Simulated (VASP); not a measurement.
# AlN (P6_3mc) in VASP: notebook

AlN is run at these levels: PBE; tasks: G0W0 quasiparticle levels.

Program: VASP 6.6.1. These are calculated values, not measurements. Logs are shortened: lines on timing, memory, paths and dates and some standing lists are left out, and cuts for length are marked.

### 1 The cell of the first run

The structure is hexagonal, space group P6_3mc (No. 186). The conventional cell has a = 3.107 Å, b = 3.107 Å, c = 4.979 Å, α = 90.00°, β = 90.00°, γ = 120.00°. Within 2.5 Å of Al (site symmetry 3m) lie 4 N at 1.89 to 1.90 Å. N (site symmetry 3m) has 4 Al at 1.89 to 1.90 Å within 2.5 Å.

### 2 G0W0 quasiparticle levels, PBE

POSCAR reads:

```
AlN
1.0
    3.1066937602      0.0000000000      0.0000000000
   -1.5533468801      2.6904757181      0.0000000000
    0.0000000000      0.0000000000      4.9785915519
Al N
2 2
Direct
    0.3333333333      0.6666666667     -0.0032954727
    0.6666666667      0.3333333333      0.4967045273
    0.3333333333      0.6666666667      0.3782954727
    0.6666666667      0.3333333333      0.8782954727
```

INCAR.step1 reads:

```
SYSTEM = AlN
  PREC = Accurate
  ENCUT = 500
  EDIFF = 1E-8
  ISMEAR = 0
  SIGMA = 0.01
  LREAL = .FALSE.
  LASPH = .TRUE.
  NELM = 100
  ALGO = Normal
  LWAVE = .TRUE.
  LCHARG = .FALSE.
  GGA = PE
```

INCAR.step2 reads:

```
SYSTEM = AlN
  PREC = Accurate
  ENCUT = 500
  EDIFF = 1E-8
  ISMEAR = 0
  SIGMA = 0.01
  LREAL = .FALSE.
  LASPH = .TRUE.
  NELM = 1
  ALGO = Exact
  LWAVE = .TRUE.
  LCHARG = .FALSE.
  GGA = PE
  NBANDS = 75
  LOPTICS = .TRUE.
  ISTART = 1
```

INCAR.step3 reads:

```
SYSTEM = AlN
  PREC = Accurate
  ENCUT = 500
  EDIFF = 1E-8
  ISMEAR = 0
  SIGMA = 0.01
  LREAL = .FALSE.
  LASPH = .TRUE.
  ALGO = EVGW0
  LWAVE = .FALSE.
  LCHARG = .FALSE.
  GGA = PE
  NELMGW = 1
  NBANDS = 75
  ENCUTGW = 80.0
  NOMEGA = 96
  PRECFOCK = Fast
  ISTART = 1
  NBANDSGW = 16
  OMEGAMAX = 20
```

KPOINTS reads:

```
regular mesh
0
G
  9 9 4
  0 0 0
```

Potentials or basis: VASP PAW PBE potentials, release 64 (Al_GW, N_GW).

Run with:

```sh
> cat potpaw_PBE.64/Al_GW/POTCAR potpaw_PBE.64/N_GW/POTCAR > POTCAR
> cp INCAR.step1 INCAR
> mpirun -np 1 vasp_std > vasp.out
> cp INCAR.step2 INCAR
> mpirun -np 1 vasp_std > vasp.out
> cp INCAR.step3 INCAR
> mpirun -np 1 vasp_std > vasp.out
```

OUTCAR:

```text
SYSTEM = AlN
   PREC = Accurate
   ENCUT = 500
   EDIFF = 1E-8
   ISMEAR = 0
   LREAL = .FALSE.
   LASPH = .TRUE.
   GGA = PE
   NELMGW = 1
   ENCUTGW = 80.0
   PRECFOCK = Fast
   ISTART = 1

 ion  position               nearest neighbor table
   1  0.333  0.667  0.997-   4 1.89   4 1.89   4 1.89   3 1.90
   2  0.667  0.333  0.497-   3 1.89   3 1.89   3 1.89   4 1.90
   3  0.333  0.667  0.378-   2 1.89   2 1.89   2 1.89   1 1.90
   4  0.667  0.333  0.878-   1 1.89   1 1.89   1 1.89   2 1.90

  LATTYP: Found a hexagonal cell.
 ALAT       =     3.1066937602
 C/A-ratio  =     1.6025369528

  Lattice vectors:

 A1 = (   3.1066937602,   0.0000000000,   0.0000000000)
 A2 = (  -1.5533468801,   2.6904757181,   0.0000000000)
 A3 = (   0.0000000000,   0.0000000000,   4.9785915519)

Analysis of symmetry for initial positions (statically):
=====================================================================
 Subroutine PRICEL returns:
 Original cell was already a primitive cell.

 Routine SETGRP: Setting up the symmetry group for a
 hexagonal supercell.

 Subroutine GETGRP returns: Found 12 space group operations
 (whereof  6 operations were pure point group operations)
 out of a pool of 24 trial point group operations.

The static configuration has the point symmetry C_3v.
 The point group associated with its full space group is C_6v.

Analysis of symmetry for dynamics (positions and initial velocities):
=====================================================================
 Subroutine PRICEL returns:
 Original cell was already a primitive cell.

 Routine SETGRP: Setting up the symmetry group for a
 hexagonal supercell.

 Subroutine GETGRP returns: Found 12 space group operations
 (whereof  6 operations were pure point group operations)
 out of a pool of 24 trial point group operations.

The dynamic configuration has the point symmetry C_3v.
 The point group associated with its full space group is C_6v.

 Subroutine INISYM returns: Found 12 space group operations
 (whereof  6 operations are pure point group operations),
 and found     1 'primitive' translations

----------------------------------------------------------------------------------------

                                     Primitive cell

  volume of cell :      41.6135

  direct lattice vectors                    reciprocal lattice vectors
     3.106693760  0.000000000  0.000000000     0.321885605  0.185840741  0.000000000
    -1.553346880  2.690475718  0.000000000     0.000000000  0.371681481  0.000000000
     0.000000000  0.000000000  4.978591552     0.000000000  0.000000000  0.200860020

  length of vectors
     3.106693760  3.106693760  4.978591552     0.371681481  0.371681481  0.200860020

  position of ions in fractional coordinates (direct lattice)
     0.333333333  0.666666667  0.996704527
     0.666666667  0.333333333  0.496704527
     0.333333333  0.666666667  0.378295473
     0.666666667  0.333333333  0.878295473

  ion indices of the primitive-cell ions
   primitive index   ion index
                 1           1
                 2           2
                 3           3
                 4           4

----------------------------------------------------------------------------------------

 KPOINTS: regular mesh

Automatic generation of k-mesh.
 Grid dimensions read from file:
 generate k-points for:    9    9    4

 Generating k-lattice:

  Cartesian coordinates                     Fractional coordinates (reciprocal lattice)
     0.035765067  0.020648971  0.000000000     0.111111111  0.000000000  0.000000000
     0.000000000  0.041297942  0.000000000     0.000000000  0.111111111  0.000000000
     0.000000000  0.000000000  0.050215005     0.000000000  0.000000000  0.250000000

  Length of vectors
     0.041297942  0.041297942  0.050215005

  Shift w.r.t. Gamma in fractional coordinates (k-lattice)
     0.000000000  0.000000000  0.000000000

 Subroutine IBZKPT returns following result:
 ===========================================

 Found     36 irreducible k-points:

 Following reciprocal coordinates:
            Coordinates               Weight
  0.000000  0.000000  0.000000      1.000000
  0.111111  0.000000  0.000000      6.000000
  0.222222 -0.000000  0.000000      6.000000
  0.333333  0.000000  0.000000      6.000000
  0.444444 -0.000000  0.000000      6.000000
  0.111111  0.111111  0.000000      6.000000
[... 16 lines left out ...]
  0.333333  0.222222  0.250000     24.000000
  0.333333  0.333333  0.250000      4.000000
 [... further k-points ...]
   k-points           NKPTS =     36   k-points in BZ     NKDIM =    324   number of bands    NBANDS=     75
   number of dos      NEDOS =    301   number of ions     NIONS =      4
   total plane-waves  NPLWV =  20736
   dimension x,y,z NGX =    24 NGY =   24 NGZ =   36
   dimension x,y,z NGXF=    48 NGYF=   48 NGZF=   72
   ions per type =               2   2
   NGX,Y,Z   is equivalent  to a cutoff of  12.84, 12.84, 12.02 a.u.
   NGXF,Y,Z  is equivalent  to a cutoff of  25.69, 25.69, 24.04 a.u.
 SYSTEM =  AlN
   PREC   = accura    normal or accurate (medium, high low for compatibility)
   ISTART =      1    job   : 0-new  1-cont  2-samecut
   ICHARG =      0    charge: 1-file 2-atom 10-const
   ISPIN  =      1    spin polarized calculation?
   LNONCOLLINEAR =      F non collinear calculations
   LSORBIT =      F    spin-orbit coupling
   LASPH  =      T    aspherical Exc in radial PAW
   ENCUT  =  500.0 eV  36.75 Ry    6.06 a.u.   5.66  5.66  9.08*2*pi/ulx,y,z
   NELM   =     60;   NELMIN=  2; NELMDL=  0     # of ELM steps
   EDIFF  = 0.1E-07   stopping-criterion for ELM
   LREAL  =      F    real-space projection
   EDIFFG = 0.1E-06   stopping-criterion for IOM
   NSW    =      0    number of steps for IOM
   IBRION =     -1    ionic relax: 0-MD 1-quasi-New 2-CG
   NFREE  =      0    steps in history (QN), initial steepest desc. (CG)
   ISIF   =      0    stress and relaxation
   ISYM   =      3    0-nonsym 1-usesym 2-fastsym
   POTIM  = 0.5000    time-step for ionic-motion
   TEBEG  =    0.0;   TEEND  =   0.0 temperature during run
   PSTRESS=    0.0 pullay stress
   NELECT =      16.0000    total number of electrons
   NUPDOWN=      -1.0000    fix difference up-down
   EMIN   =  10.00;   EMAX   =-10.00  energy-range for DOS
   EFERMI =   0.00;   METHOD = LEGACY
   ISMEAR =     0;   SIGMA  =   0.01  broadening in eV -4-tet -1-fermi 0-gaus
   EFERMI_NEDOS =   21; number of points for ismear=-14 and -15
   IALGO  =     38    algorithm
   IMIX   =      4    mixing-type and parameters
     AMIX     =   0.40;   BMIX     =  1.00
     AMIX_MAG =   1.60;   BMIX_MAG =  1.00
  volume/ion in A,a.u.               =      10.40        70.21
  Fermi-wavevector in a.u.,A,eV,Ry     =   1.190429  2.249585 19.281103  1.417121
  Thomas-Fermi vector in A             =   2.326514
   LORBIT       =      0    0 simple, 1 ext, 2 COOP (PROOUT), +10 PAW based schemes
   GGA     = PE    functional components
   LHFCALC =     T    Hartree Fock is set to
   PRECFOCK=fast      Normal, Fast or Accurate (Low or Medium for compatibility)
   ENCUT4O =  -1.0   cutoff for four orbital integrals eV
   NKREDX  =     1    reduce k-point grid by
   NKREDY  =     1    reduce k-point grid by
   NKREDZ  =     1    reduce k-point grid by
   AEXX    =    1.0000 exact exchange contribution
   HFSCREEN=    0.0000 screening length (either q_TF or 0.3 A-1)
   HFSCREENC=   0.0000 screening length for correlation (either q_TF or 0.3 A-1)
   ENCUTFOCK=  -1.0 apply spherical cutoff to Coloumb kernel
   IVDW    =     0    specifies the selected vdW correction
   LEPSILON=     F    determine dielectric tensor
   LRPA    =     F    only Hartree local field effects (RPA)
   LRPAFORCE           =     F    calculate RPA forces
   ENCUTGW             =  80.0    cutoff for response function in eV
   ENCUTGWSOFT         =  64.0    soft cutoff for Coulomb kernel in GW response function in eV
   ENCUTLF             =  -1.0    cutoff for local field effects
   NELMGW              =     1    number of iterations in solving QP/BSE equation
   NELMHF              =     1    number of iterations in the inner HF iteration
   NKREDLFX            =     1    NKREDLFY  =   1   NKREDLFZ  =   1
 non-spin polarized calculation
 Gauss-broadening in eV      SIGMA  =   0.01
  energy-cutoff  :      500.00
  volume of cell :       41.61
 maximum number of plane-waves:      1087
 NGX is ok and might be reduce to    24
  NGX = 14; NGY = 14; NGZ = 24
   NGX = 11   NGY = 11   NGZ = 19
 maximum number of plane-waves:        72
 NGX is ok and might be reduce to    10

 QP shifts <psi_nk| G(iteration)W_0 |psi_nk>: iteration 1
 for sc-GW calculations column KS-energies equals QP-energies in previous step
 and V_xc(KS)=  KS-energies - (<T + V_ion + V_H > + <T+V_H+V_ion>^1  + <V_x>^1)

 k-point   1 :       0.0000    0.0000    0.0000
  band No.  KS-energies  QP-energies   sigma(KS)   V_xc(KS)     V^pw_x(r,r')   Z            occupation Imag(sigma)

      1     -10.0506     -11.3545     -16.5787     -14.7993     -24.7864       0.7327       2.0000       1.1731
      2      -7.8960      -8.9990     -17.8976     -16.3529     -25.8770       0.7141       2.0000       0.8683
      3      -0.8544      -1.9508     -14.1678     -12.6501     -18.5327       0.7224       2.0000       0.1293
      4       4.3009       3.6879     -17.1057     -16.3214     -20.6033       0.7816       2.0000       0.0486
      5       4.3009       3.6879     -17.1057     -16.3214     -20.6033       0.7816       2.0000       0.0486
      6       4.9506       4.4576     -17.4115     -16.7841     -20.7862       0.7858       2.0000       0.0453
[... 8 lines left out ...]
     15      18.3326      19.5519      -8.9879     -10.5163      -4.0397       0.7978       0.0000      -0.1087
     16      18.3326      19.5519      -8.9879     -10.5163      -4.0397       0.7978       0.0000      -0.1087

 k-point   2 :       0.1111    0.0000    0.0000
  band No.  KS-energies  QP-energies   sigma(KS)   V_xc(KS)     V^pw_x(r,r')   Z            occupation Imag(sigma)

      1      -9.8933     -11.1829     -16.6355     -14.8784     -24.8255       0.7339       2.0000       1.1537
      2      -7.8074      -8.9109     -17.9582     -16.4194     -25.9229       0.7171       2.0000       0.8579
      3      -0.6667      -1.7607     -14.2281     -12.7228     -18.5349       0.7267       2.0000       0.1220
      4       3.5957       2.8746     -16.4983     -15.5713     -20.0084       0.7779       2.0000       0.0531
      5       4.1030       3.4533     -16.9400     -16.1074     -20.4507       0.7802       2.0000       0.0497
      6       4.2729       3.6806     -16.8624     -16.1062     -20.1981       0.7832       2.0000       0.0474
[... 8 lines left out ...]
     15      18.1855      19.3000      -8.8682     -10.2646      -3.9384       0.7981       0.0000      -0.1078
     16      18.3457      19.4808      -8.8403     -10.2626      -3.8295       0.7980       0.0000      -0.1285
[... 421 lines left out ...]
 k-point  24 :       0.3333    0.3333    0.2500
  band No.  KS-energies  QP-energies   sigma(KS)   V_xc(KS)     V^pw_x(r,r')   Z            occupation Imag(sigma)

      1      -7.5162      -8.6115     -18.1790     -16.6729     -26.1074       0.7272       2.0000       0.8336
      2      -7.5162      -8.6115     -18.1790     -16.6729     -26.1074       0.7272       2.0000       0.8336
      3       0.5809      -0.5238     -14.4838     -13.0173     -18.3720       0.7532       2.0000       0.0865
      4       0.7131      -0.2982     -15.0462     -13.6992     -19.0736       0.7508       2.0000       0.0888
      5       0.7131      -0.2982     -15.0462     -13.6992     -19.0736       0.7508       2.0000       0.0888
      6       2.2024       1.2571     -15.4508     -14.2221     -19.0963       0.7694       2.0000       0.0657
[... 8 lines left out ...]
     15      18.2854      19.4410      -9.8408     -11.3081      -4.8827       0.7876       0.0000      -0.1295
     16      20.6393      21.7936      -9.4834     -10.9844      -3.6633       0.7690       0.0000      -0.2719

 [... further k-points ...]
```

Wall time 15 min (1 thread of Intel Xeon 6975P-C (Granite Rapids), shared host); peak memory 0.97 GiB.

Results:

* Quasiparticle gap: 5.58 eV
* Least direct quasiparticle gap: 5.58 eV
* Band gap of the starting levels on the mesh: 4.24 eV
* Least direct gap of the starting levels on the mesh: 4.24 eV

Caveat: bands, screening cutoff and mesh are small and nothing is extrapolated, so the quasiparticle values aren't converged.

### 3 G0W0 quasiparticle levels, PBE

POSCAR is that of step 2.

INCAR.step1 reads:

```
PREC = Accurate
ENCUT = 500
EDIFF = 1E-8
ISMEAR = 0
SIGMA = 0.01
LREAL = F
LASPH = T
NELM = 100
ALGO = Normal
LWAVE = T
LCHARG = F
GGA = PE
```

INCAR.step2 reads:

```
PREC = Accurate
ENCUT = 500
EDIFF = 1E-8
ISMEAR = 0
SIGMA = 0.01
LREAL = F
LASPH = T
NELM = 1
ALGO = Exact
LWAVE = T
LCHARG = F
GGA = PE
NBANDS = 102
LOPTICS = T
ISTART = 1
```

INCAR.step3 reads:

```
PREC = Accurate
ENCUT = 500
EDIFF = 1E-8
ISMEAR = 0
SIGMA = 0.01
LREAL = F
LASPH = T
ALGO = EVGW0
LWAVE = F
LCHARG = F
GGA = PE
NELMGW = 1
NBANDS = 102
ENCUTGW = 100.0
NOMEGA = 96
PRECFOCK = Fast
ISTART = 1
NBANDSGW = 16
OMEGAMAX = 20
```

KPOINTS reads:

```
Automatic mesh
0
Gamma
  6 6 4
```

Potentials or basis: VASP PAW PBE potentials, release 64 (Al_GW, N_GW).

Run with:

```sh
> cat potpaw_PBE.64/Al_GW/POTCAR potpaw_PBE.64/N_GW/POTCAR > POTCAR
> cp INCAR.step1 INCAR
> mpirun -np 1 vasp_std > vasp.out
> cp INCAR.step2 INCAR
> mpirun -np 1 vasp_std > vasp.out
> cp INCAR.step3 INCAR
> mpirun -np 1 vasp_std > vasp.out
```

OUTCAR:

```text
PREC = Accurate
   ENCUT = 500
   EDIFF = 1E-8
   ISMEAR = 0
   LREAL = F
   LASPH = T
   GGA = PE
   NELMGW = 1
   ENCUTGW = 100.0
   PRECFOCK = Fast
   ISTART = 1

 ion  position               nearest neighbor table
   1  0.333  0.667  0.997-   4 1.89   4 1.89   4 1.89   3 1.90
   2  0.667  0.333  0.497-   3 1.89   3 1.89   3 1.89   4 1.90
   3  0.333  0.667  0.378-   2 1.89   2 1.89   2 1.89   1 1.90
   4  0.667  0.333  0.878-   1 1.89   1 1.89   1 1.89   2 1.90

  LATTYP: Found a hexagonal cell.
 ALAT       =     3.1066937602
 C/A-ratio  =     1.6025369528

[... 178 lines left out ...]
   NELMHF              =     1    number of iterations in the inner HF iteration
   NKREDLFX            =     1    NKREDLFY  =   1   NKREDLFZ  =   1
 non-spin polarized calculation
 Gauss-broadening in eV      SIGMA  =   0.01
  energy-cutoff  :      500.00
  volume of cell :       41.61
 maximum number of plane-waves:      1087
 NGX is ok and might be reduce to    24
  NGX = 14; NGY = 14; NGZ = 24
   NGX = 11   NGY = 11   NGZ = 19
 maximum number of plane-waves:       104
 NGX is ok and might be reduce to    14

 QP shifts <psi_nk| G(iteration)W_0 |psi_nk>: iteration 1
 for sc-GW calculations column KS-energies equals QP-energies in previous step
 and V_xc(KS)=  KS-energies - (<T + V_ion + V_H > + <T+V_H+V_ion>^1  + <V_x>^1)

 k-point   1 :       0.0000    0.0000    0.0000
  band No.  KS-energies  QP-energies   sigma(KS)   V_xc(KS)     V^pw_x(r,r')   Z            occupation Imag(sigma)

      1     -10.0500     -11.4003     -16.6624     -14.7991     -24.7861       0.7247       2.0000       1.1639
      2      -7.8952      -9.0758     -18.0003     -16.3528     -25.8768       0.7166       2.0000       0.8890
      3      -0.8540      -2.0270     -14.2720     -12.6498     -18.5324       0.7231       2.0000       0.1262
      4       4.3017       3.5460     -17.2915     -16.3214     -20.6263       0.7791       2.0000       0.0475
      5       4.3017       3.5460     -17.2915     -16.3214     -20.6263       0.7791       2.0000       0.0475
      6       4.9515       4.2994     -17.6164     -16.7841     -20.8180       0.7834       2.0000       0.0442
[... 395 lines left out ...]
      2      -7.4921      -8.6665     -18.3192     -16.7119     -26.1476       0.7306       2.0000       0.8577
      3       0.3166      -0.8081     -14.9856     -13.4721     -18.9839       0.7432       2.0000       0.0931
      4       0.3166      -0.8081     -14.9856     -13.4721     -18.9839       0.7432       2.0000       0.0931
      5       1.2860       0.1450     -14.9418     -13.4445     -18.5654       0.7620       2.0000       0.0734
      6       1.2860       0.1450     -14.9418     -13.4445     -18.5654       0.7620       2.0000       0.0734
[... 8 lines left out ...]
     15      19.0099      19.9082      -9.0165     -10.1413      -3.9145       0.7987       0.0000      -0.1437
     16      19.0099      19.9082      -9.0165     -10.1413      -3.9145       0.7987       0.0000      -0.1437
```

OUTCAR.step2:

```text
PREC = Accurate
   ENCUT = 500
   EDIFF = 1E-8
   ISMEAR = 0
   LREAL = F
[... 1044 lines left out ...]
     0.00000     4.61496     4.61496     4.78357     0.00000     0.00000    -0.00000
     1.28644     4.69940     4.69940     4.87942     0.00000     0.00000    -0.00000
     2.57288     4.99482     4.99482     5.22068     0.00000     0.00000    -0.00000
     3.85933     5.74180     5.74180     6.20640     0.00000     0.00000    -0.00000
     5.14577     7.05441     7.05441     7.70628    -0.00000    -0.00000    -0.00000
     6.43221     8.32782     8.32782     7.97517    -0.00000    -0.00000     0.00000
[... 92 lines left out ...]
   126.07133     0.96662     0.96662     0.96667     0.00000    -0.00000     0.00000
   127.35778     0.96735     0.96735     0.96740     0.00000    -0.00000     0.00000
```

Run time: 16 min. Hardware: 1 thread of Intel Xeon Platinum 8259CL at 2.50GHz (Skylake/Cascade Lake), shared host; peak memory 0.68 GiB.

Results:

- Quasiparticle gap: 5.70 eV
- Least direct quasiparticle gap: 5.70 eV
- Band gap of the starting levels on the mesh: 4.24 eV
- Least direct gap of the starting levels on the mesh: 4.24 eV

Caveat: the k points lie up to 0.39 Å⁻¹ apart; bands, screening cutoff and mesh are small and nothing is extrapolated, so the quasiparticle values aren't converged.
